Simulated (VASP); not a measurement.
# Al12Si in VASP: single point with PBE

Aim: the single point of Al12Si with PBE.

Program: VASP 6.6.1. These are calculated values, not measurements. Logs are shortened: lines on timing, memory, paths and dates and some standing lists are left out, and cuts for length are marked.

**1. The cell of the first run**

The cell holds a slab with vacuum, 13 atoms: a = 5.714 Å, b = 5.714 Å, c = 19.675 Å, α = 90.00°, β = 90.00°, γ = 90.00°.

**2. Single point, PBE**

File INCAR:

```
ALGO = Normal
DIPOL = 0.5 0.5 0.326
EDIFF = 1E-6
ENCUT = 520
GGA = PE
IDIPOL = 3
ISIF = 2
ISMEAR = 0
LASPH = T
LCHARG = T
LDIPOL = T
LELF = T
LREAL = F
LVACPOTAV = T
LVHAR = T
LWAVE = F
NBANDS = 32
NELM = 60
PREC = Accurate
SIGMA = 0.1
```

File KPOINTS:

```
k-points
0
Gamma
  5 5 1
```

File POSCAR:

```
Al12Si
1.0
    5.7143028096      0.0000000000      0.0000000000
    0.0000000000      5.7143028096      0.0000000000
    0.0000000000      0.0000000000     19.6750228547
Al Si
12 1
Direct
    0.2500000000      0.2500000000      0.2033034487
    0.2500000000      0.7500000000      0.2033034487
    0.7500000000      0.2500000000      0.2033034487
    0.7500000000      0.7500000000      0.2033034487
    0.0000000000      0.0000000000      0.3092772455
    0.0000000000      0.5000000000      0.3092772455
    0.5000000000      0.0000000000      0.3092772455
    0.5000000000      0.5000000000      0.3092772455
    0.2500000000      0.2500000000      0.4155025849
    0.2500000000      0.7500000000      0.4155025849
    0.7500000000      0.2500000000      0.4155025849
    0.7500000000      0.7500000000      0.4155025849
    0.3333333333      0.4166666667      0.5210904555
```

Potentials or basis: VASP PAW PBE potentials, release 64 (Al, Si).

Command:

```bash
cat potpaw_PBE.64/Al/POTCAR potpaw_PBE.64/Si/POTCAR > POTCAR
mpirun -np 1 vasp_std > vasp.out
```

OUTCAR:

```text
EDIFF = 1E-6
   ENCUT = 520
   GGA = PE
   ISIF = 2
   ISMEAR = 0
   LASPH = T
   LREAL = F
   NELM = 60
   PREC = Accurate

 ion  position               nearest neighbor table
   1  0.250  0.250  0.203-   2 2.86   3 2.86   2 2.86   3 2.86   7 2.90   8 2.90   5 2.90   6 2.90

   2  0.250  0.750  0.203-   1 2.86   4 2.86   1 2.86   4 2.86   7 2.90   8 2.90   5 2.90   6 2.90

   3  0.750  0.250  0.203-   1 2.86   4 2.86   4 2.86   1 2.86   7 2.90   8 2.90   5 2.90   6 2.90
[... 4 lines left out ...]
                            11 2.91  12 2.91   9 2.91  10 2.91
   6  0.000  0.500  0.309-   5 2.86   8 2.86   5 2.86   8 2.86   1 2.90   2 2.90   3 2.90   4 2.90
                            11 2.91  12 2.91   9 2.91  10 2.91
   7  0.500  0.000  0.309-   5 2.86   8 2.86   8 2.86   5 2.86   1 2.90   2 2.90   3 2.90   4 2.90
                            11 2.91  12 2.91   9 2.91  10 2.91
   8  0.500  0.500  0.309-   6 2.86   7 2.86   7 2.86   6 2.86   1 2.90   2 2.90   3 2.90   4 2.90
                            11 2.91  12 2.91   9 2.91  10 2.91
   9  0.250  0.250  0.416-  13 2.33  11 2.86  10 2.86  10 2.86  11 2.86   6 2.91   7 2.91   8 2.91
                             5 2.91
  10  0.250  0.750  0.416-   9 2.86  12 2.86   9 2.86  12 2.86  13 2.86   6 2.91   7 2.91   8 2.91
                             5 2.91
  11  0.750  0.250  0.416-   9 2.86  12 2.86  12 2.86   9 2.86   5 2.91   6 2.91   7 2.91   8 2.91

  12  0.750  0.750  0.416-  10 2.86  11 2.86  11 2.86  10 2.86   5 2.91   6 2.91   7 2.91   8 2.91

  13  0.333  0.417  0.521-   9 2.33  10 2.86

  LATTYP: Found a simple tetragonal cell.
 ALAT       =     5.7143028096
 C/A-ratio  =     3.4431186989

  Lattice vectors:

 A1 = (   5.7143028096,   0.0000000000,   0.0000000000)
 A2 = (   0.0000000000,   5.7143028096,   0.0000000000)
 A3 = (   0.0000000000,   0.0000000000,  19.6750228547)

Analysis of symmetry for initial positions (statically):
=====================================================================
 Subroutine PRICEL returns:
 Original cell was already a primitive cell.

 Routine SETGRP: Setting up the symmetry group for a
 simple tetragonal supercell.

 Subroutine GETGRP returns: Found  1 space group operations
 (whereof  1 operations were pure point group operations)
 out of a pool of 16 trial point group operations.

The static configuration has the point symmetry C_1 .

Analysis of symmetry for dynamics (positions and initial velocities):
=====================================================================
 Subroutine PRICEL returns:
 Original cell was already a primitive cell.

 Routine SETGRP: Setting up the symmetry group for a
 simple tetragonal supercell.

 Subroutine GETGRP returns: Found  1 space group operations
 (whereof  1 operations were pure point group operations)
 out of a pool of 16 trial point group operations.

The dynamic configuration has the point symmetry C_1 .

 Subroutine INISYM returns: Found  1 space group operations
 (whereof  1 operations are pure point group operations),
 and found     1 'primitive' translations

----------------------------------------------------------------------------------------

                                     Primitive cell

  volume of cell :     642.4536

  direct lattice vectors                    reciprocal lattice vectors
     5.714302810  0.000000000  0.000000000     0.174999476  0.000000000  0.000000000
     0.000000000  5.714302810  0.000000000     0.000000000  0.174999476  0.000000000
     0.000000000  0.000000000 19.675022855     0.000000000  0.000000000  0.050825862

  length of vectors
     5.714302810  5.714302810 19.675022855     0.174999476  0.174999476  0.050825862

  position of ions in fractional coordinates (direct lattice)
     0.250000000  0.250000000  0.203303449
     0.250000000  0.750000000  0.203303449
     0.750000000  0.250000000  0.203303449
     0.750000000  0.750000000  0.203303449
     0.000000000  0.000000000  0.309277245
     0.000000000  0.500000000  0.309277245
     0.500000000  0.000000000  0.309277245
     0.500000000  0.500000000  0.309277245
     0.250000000  0.250000000  0.415502585
     0.250000000  0.750000000  0.415502585
     0.750000000  0.250000000  0.415502585
     0.750000000  0.750000000  0.415502585
     0.333333333  0.416666667  0.521090456

  ion indices of the primitive-cell ions
[... 32 lines left out ...]

  Shift w.r.t. Gamma in fractional coordinates (k-lattice)
     0.000000000  0.000000000  0.000000000

 Subroutine IBZKPT returns following result:
 ===========================================

 Found     13 irreducible k-points:

 Following reciprocal coordinates:
            Coordinates               Weight
  0.000000  0.000000  0.000000      1.000000
  0.200000  0.000000  0.000000      2.000000
  0.000000  0.200000  0.000000      2.000000
  0.400000  0.000000  0.000000      2.000000
  0.000000  0.400000  0.000000      2.000000
  0.200000  0.200000  0.000000      2.000000
 -0.200000  0.200000  0.000000      2.000000
  0.400000  0.200000  0.000000      2.000000
 -0.200000  0.400000  0.000000      2.000000
 -0.400000  0.200000  0.000000      2.000000
  0.200000  0.400000  0.000000      2.000000
  0.400000  0.400000  0.000000      2.000000
 -0.400000  0.400000  0.000000      2.000000
   k-points           NKPTS =     13   k-points in BZ     NKDIM =     13   number of bands    NBANDS=     32
   number of dos      NEDOS =    301   number of ions     NIONS =     13
   total plane-waves  NPLWV = 264600
   dimension x,y,z NGX =    42 NGY =   42 NGZ =  150
   dimension x,y,z NGXF=    84 NGYF=   84 NGZF=  300
   ions per type =              12   1
   NGX,Y,Z   is equivalent  to a cutoff of  12.22, 12.22, 12.67 a.u.
   NGXF,Y,Z  is equivalent  to a cutoff of  24.44, 24.44, 25.35 a.u.
 SYSTEM =  unknown system
   PREC   = accura    normal or accurate (medium, high low for compatibility)
   ISTART =      0    job   : 0-new  1-cont  2-samecut
   ICHARG =      2    charge: 1-file 2-atom 10-const
   ISPIN  =      1    spin polarized calculation?
   LNONCOLLINEAR =      F non collinear calculations
   LSORBIT =      F    spin-orbit coupling
   LASPH  =      T    aspherical Exc in radial PAW
   ENCUT  =  520.0 eV  38.22 Ry    6.18 a.u.  10.62 10.62 36.58*2*pi/ulx,y,z
   NELM   =     60;   NELMIN=  2; NELMDL= -5     # of ELM steps
   EDIFF  = 0.1E-05   stopping-criterion for ELM
   LREAL  =      F    real-space projection
   EDIFFG = 0.1E-04   stopping-criterion for IOM
   NSW    =      0    number of steps for IOM
   IBRION =     -1    ionic relax: 0-MD 1-quasi-New 2-CG
   NFREE  =      0    steps in history (QN), initial steepest desc. (CG)
   ISIF   =      2    stress and relaxation
   ISYM   =      2    0-nonsym 1-usesym 2-fastsym
   POTIM  = 0.5000    time-step for ionic-motion
   TEBEG  =    0.0;   TEEND  =   0.0 temperature during run
   PSTRESS=    0.0 pullay stress
   NELECT =      40.0000    total number of electrons
   NUPDOWN=      -1.0000    fix difference up-down
   EMIN   =  10.00;   EMAX   =-10.00  energy-range for DOS
   EFERMI =   0.00;   METHOD = LEGACY
   ISMEAR =     0;   SIGMA  =   0.10  broadening in eV -4-tet -1-fermi 0-gaus
   EFERMI_NEDOS =   21; number of points for ismear=-14 and -15
   IALGO  =     38    algorithm
   IMIX   =      4    mixing-type and parameters
     AMIX     =   0.40;   BMIX     =  1.00
     AMIX_MAG =   1.60;   BMIX_MAG =  1.00
  volume/ion in A,a.u.               =      49.42       333.50
  Fermi-wavevector in a.u.,A,eV,Ry     =   0.648855  1.226158  5.728225  0.421013
  Thomas-Fermi vector in A             =   1.717622
   LORBIT       =      0    0 simple, 1 ext, 2 COOP (PROOUT), +10 PAW based schemes
   GGA     = PE    functional components
   LHFCALC =     F    Hartree Fock is set to
   AEXX    =    0.0000 exact exchange contribution
   IVDW    =     0    specifies the selected vdW correction
   LEPSILON=     F    determine dielectric tensor
   LRPA    =     F    only Hartree local field effects (RPA)
 non-spin polarized calculation
 Gauss-broadening in eV      SIGMA  =   0.10
  energy-cutoff  :      520.00
  volume of cell :      642.45
 maximum number of plane-waves:     17320
   NGX = 21   NGY = 21   NGZ = 73

 number of electron      39.9999999 magnetization

 dipolmoment           0.000000      0.000000      0.082985 electrons x Angstroem

 Free energy of the ion-electron system (eV)
  ---------------------------------------------------
  ext. energy  EPLUGINS =         0.00000000
  ---------------------------------------------------
  free energy    TOTEN  =       -45.32938231 eV

  energy without entropy =      -45.30151103  energy(sigma->0) =      -45.31544667

 E-fermi :  -0.3258     XC(G=0):  -4.5674

 val. band max:       -0.3489665723   @ k =  -0.4000   0.4000   0.0000
 cond. band min:      -0.3206491241   @ k =   0.4000   0.0000   0.0000
 fundamental gap:      0.0283174482
 Fermi energy:        -0.3257819790

 k-point     1 :       0.0000    0.0000    0.0000
  band No.  band energies     occupation
      1     -10.5002      2.00000
      2      -8.7331      2.00000
      3      -7.2014      2.00000
      4      -6.0789      2.00000
      5      -6.0397      2.00000
      6      -5.9569      2.00000
[... 444 lines left out ...]
     31       2.5576      0.00000
     32       2.6927      0.00000

------------------------ aborting loop because EDIFF is reached ----------------------------------------

  FORCE on cell =-STRESS in cart. coord.  units (eV):
  Direction    XX          YY          ZZ          XY          YZ          ZX
  --------------------------------------------------------------------------------------
  -------------------------------------------------------------------------------------
  Total       -8.6839940     -8.5061525     -0.3195677     -0.0036011      1.4957289      0.9861898
  in kB      -21.6565039    -21.2129956     -0.7969511     -0.0089805      3.7301107      2.4594010
  external PRESSURE =     -14.5554836 kB  Pullay stress =       0.0000000 kB

 VOLUME and BASIS-vectors are now :
 -----------------------------------------------------------------------------
  energy-cutoff  :      520.00
  volume of cell :      642.45
      direct lattice vectors                 reciprocal lattice vectors
     5.714302810  0.000000000  0.000000000     0.174999476  0.000000000  0.000000000
     0.000000000  5.714302810  0.000000000     0.000000000  0.174999476  0.000000000
     0.000000000  0.000000000 19.675022855     0.000000000  0.000000000  0.050825862

 POSITION                                       TOTAL-FORCE (eV/Angst)
 -----------------------------------------------------------------------------------
      1.42858      1.42858      4.00000         0.003229      0.004540     -0.025825
      1.42858      4.28573      4.00000         0.060883      0.039332     -0.010351
      4.28573      1.42858      4.00000         0.019340      0.147563     -0.065567
      4.28573      4.28573      4.00000        -0.043980     -0.122670      0.001271
      0.00000      0.00000      6.08504         0.053213      0.041525      0.065978
      0.00000      2.85715      6.08504         0.001556     -0.004618      0.084520
      2.85715      0.00000      6.08504        -0.006924      0.008514      0.159769
      2.85715      2.85715      6.08504        -0.039174     -0.019839      0.009978
      1.42858      1.42858      8.17502        -0.330550     -0.625749     -1.089635
      1.42858      4.28573      8.17502         0.026921     -0.402183      0.465492
      4.28573      1.42858      8.17502        -0.265257      0.066645      0.337144
      4.28573      4.28573      8.17502        -0.042063     -0.017144      0.094645
      1.90477      2.38096     10.25247         0.562806      0.884085     -0.027418
 -----------------------------------------------------------------------------------
    total drift:                               -0.000053     -0.000014     -0.000026

  FREE ENERGIE OF THE ION-ELECTRON SYSTEM (eV)
  ---------------------------------------------------
  free  energy   TOTEN  =       -45.3293823122 eV

  energy  without entropy=      -45.3015110348  energy(sigma->0) =      -45.31544667

 vacuum level on the upper side and lower side of the slab         4.529         4.069
```

It took 4.8 min on 1 thread of AMD EPYC 7R13 (Zen 3), shared host; peak memory 0.65 GiB.

What came out:

* Free energy: -45.3294 eV
* Largest force: 1.299 eV/Å
* Band gap on the k mesh: zero (bands 20 and 21 overlap by 0.88 eV)

Forces in eV/Å, atoms in the order of the input:
```
Al   0.003  0.005 -0.026
Al   0.061  0.039 -0.010
Al   0.019  0.148 -0.066
Al  -0.044 -0.123  0.001
Al   0.053  0.042  0.066
Al   0.002 -0.005  0.085
Al  -0.007  0.009  0.160
Al  -0.039 -0.020  0.010
Al  -0.331 -0.626 -1.090
Al   0.027 -0.402  0.465
Al  -0.265  0.067  0.337
Al  -0.042 -0.017  0.095
Si   0.563  0.884 -0.027
```
